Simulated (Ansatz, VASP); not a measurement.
**Al: VASP beside Ansatz**

```
CELL_PARAMETERS angstrom
0.00000 1.97338 2.07458
1.97338 0.00000 2.07458
1.97338 1.97338 0.00000
ATOMIC_POSITIONS crystal
Al 0.00000 0.00000 0.00000
```

Change from the starting cell: strain -0.025 along x and y, +0.025 along z, atoms carried along.

Alike in both runs: task single point; functional PBE; k mesh 20 × 20 × 20; occupations gaussian, width 0.15 eV; no spin polarisation.

```csv
,VASP,Ansatz
version,VASP 6.6.1,Ansatz 0.2.0
potentials or method,"VASP PAW PBE potentials, release 64 (Al), cutoff 520 eV","scalar-relativistic, plane waves, PAW"
valence electrons in the cell,3,3
```

```csv
,VASP,Ansatz,Ansatz less VASP
gap on the k mesh at the Fermi level (eV),none,none,-
pressure (GPa),1.8,1.8,+0.04
"traceless stress, the component that is largest in VASP (GPa)",-1.98,-1.98,-0.005
```

A gap of «none» marks a metal or a gap that the smearing closes. With one functional, cell and mesh, what is left measures potentials, basis and numerics.
